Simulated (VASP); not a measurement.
Input of a VASP 6.6.1 run:

INCAR

```
SYSTEM = Si
ALGO = Normal
EDIFF = 1E-6
ENCUT = 500
GGA = PS
GGA_COMPAT = .FALSE.
ISIF = 2
ISMEAR = -1
LASPH = .TRUE.
LCHARG = .FALSE.
LREAL = .FALSE.
LWAVE = .FALSE.
NBANDS = 8
NELM = 120
PREC = Accurate
SIGMA = 0.05
```

File KPOINTS:

```
k-points
0
G
  12 12 11
  0 0 0
```

File POSCAR:

```
Si
1.0
    2.5484037122      0.0000000000      0.0000000000
   -1.2742018561      2.2069823538      0.0000000000
    0.0000000000      0.0000000000      2.4335375209
Si
1
Direct
    0.0000000000      0.0000000000      0.0000000000
```

Potentials or basis: VASP PAW PBE potentials, release 64 (Si).

The run is started by

```console
$ cat potpaw_PBE.64/Si/POTCAR > POTCAR
$ mpirun -np 1 vasp_std > vasp.out
```

Problem. Predict the band gap on the k mesh.

Solution. Zero (bands 2 and 3 overlap by 12.33 eV).

Problem. What does it give for the pressure?

Solution. 10.2 GPa.

Caveat: the cell stands under pressure; the PAW data sets were made with another functional, which shifts forces and pressure a little.
